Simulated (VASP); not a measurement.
Input of a VASP 6.6.1 run:

File INCAR:

```
SYSTEM = I
ALGO = Normal
EDIFF = 1E-7
ENCUT = 520
ISIF = 2
ISMEAR = -1
LASPH = .TRUE.
LCHARG = .FALSE.
LREAL = .FALSE.
LWAVE = .FALSE.
NBANDS = 10
NELM = 60
PREC = Accurate
SIGMA = 0.05
```

The input KPOINTS:

```
k-points
0
G
  9 9 9
  0 0 0
```

The input POSCAR:

```
I
1.0
    0.0000000000      2.3812671275      3.9357338680
    2.2067640717      0.0000000000      3.9357338680
    2.2067640717      2.3812671275      0.0000000000
I
1
Direct
    0.0000000000      0.0000000000      0.0000000000
```

Potentials or basis: VASP PAW LDA potentials, release 64 (I).

Launch:

```sh
$ cat potpaw_LDA.64/I/POTCAR > POTCAR
$ mpirun -np 1 vasp_std > vasp.out
```

**Question.** Predict the pressure.

**Answer.** -2.7 GPa.

Stress tensor (GPa, compression positive):
```
-3.24  0.00  0.00
 0.00 -3.79  0.00
 0.00  0.00 -1.12
```

Caveat: an odd number of electrons without spin polarisation forces a metal; a magnetic or distorted state may lie lower.
